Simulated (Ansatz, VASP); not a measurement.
# Two plane-wave programs on SnO2

Contents of INCAR:

```
  ALGO = Normal
  EDIFF = 1E-6
  ENCUT = 600
  GGA = PS
  GGA_COMPAT = False
  ISIF = 2
  ISMEAR = -1
  KPAR = 4
  LASPH = True
  LCHARG = False
  LREAL = False
  LWAVE = False
  NBANDS = 64
  NELM = 120
  PREC = Accurate
  SIGMA = 0.05
```

Contents of KPOINTS:

```
k-points
0
Gamma
  6 6 6
```

POSCAR

```
SnO2
1.0
   -3.2488970000      3.4144700000      3.4140210000
    3.2488970000     -3.4144700000      3.4140210000
    3.2488970000      3.4144700000     -3.4140210000
Sn O
4 8
Direct
    0.4926120000     -0.0033000000     -0.0059340000
    0.5132070000      0.4993760000      0.5024310000
    0.0084100000      0.7451950000      0.2512200000
    1.0048090000      0.2525560000      0.7519070000
    0.8063730000      0.8000620000      0.4964740000
    0.8049360000      0.3046510000     -0.0037330000
    0.2962340000      0.2441530000      0.0587860000
    0.6916660000      0.2421950000      0.4549450000
    0.3024040000      0.7506630000      0.5559230000
    0.1913550000      0.6817080000      0.9887000000
    0.7050440000      0.7542920000      0.9545040000
    0.1975780000      0.1973610000      0.5024380000
```

input.yaml

```yaml
crystal:
  lattice:
    - [-3.248897, 3.41447, 3.414021]
    - [3.248897, -3.41447, 3.414021]
    - [3.248897, 3.41447, -3.414021]
  atoms:
    - { symbol: Sn, position: [0.492612, -0.0033, -0.005934] }
    - { symbol: Sn, position: [0.513207, 0.499376, 0.502431] }
    - { symbol: Sn, position: [0.00841, 0.745195, 0.25122] }
    - { symbol: Sn, position: [1.004809, 0.252556, 0.751907] }
    - { symbol: O, position: [0.806373, 0.800062, 0.496474] }
    - { symbol: O, position: [0.804936, 0.304651, -0.003733] }
    - { symbol: O, position: [0.296234, 0.244153, 0.058786] }
    - { symbol: O, position: [0.691666, 0.242195, 0.454945] }
    - { symbol: O, position: [0.302404, 0.750663, 0.555923] }
    - { symbol: O, position: [0.191355, 0.681708, 0.9887] }
    - { symbol: O, position: [0.705044, 0.754292, 0.954504] }
    - { symbol: O, position: [0.197578, 0.197361, 0.502438] }
hamiltonian:
  xc: pbesol
  pseudopotentials: { kind: paw }
kpoints:
  mp_grid: { grid: [6, 6, 6] }
scf:
  occupations: { method: fermi_dirac, width: 0.05 }
output:
  forces: true
  stress: true
  eigenvalues: true
```

Change from the starting cell: atoms moved at random, drawn with an rms of 0.05 Å.

Alike in both runs: task single point; functional PBEsol; k mesh 6 × 6 × 6; occupations fermi-dirac, width 0.05 eV; no spin polarisation.

```csv
,VASP,Ansatz
version,VASP 6.6.1,Ansatz 0.2.0
potentials or method,"VASP PAW PBE potentials, release 64 (Sn_d, O)",Ansatz PAW
plane-wave cutoff (eV),600,420
valence electrons in the cell,104,104
```

VASP gave:

```
gap on the k mesh at the Fermi level (eV)                     : 0.43
least direct gap on the mesh (eV)                             : 0.43
pressure (GPa)                                                : -6.1
traceless stress, the component that is largest in VASP (GPa) : -1.03
rms of the force components (eV/Å)                            : 0.514
```

**Question.** What did Ansatz give for the same quantities?

**Answer.** gap on the k mesh at the Fermi level (eV): 0.44; least direct gap on the mesh (eV): 0.44; pressure (GPa): -6.5; traceless stress, the component that is largest in VASP (GPa): -1.17; rms of the force components (eV/Å): 0.509.

VASP's potentials were made for PBE, not for PBEsol. Atom by atom the forces differ by 0.009 eV/Å (rms over components).
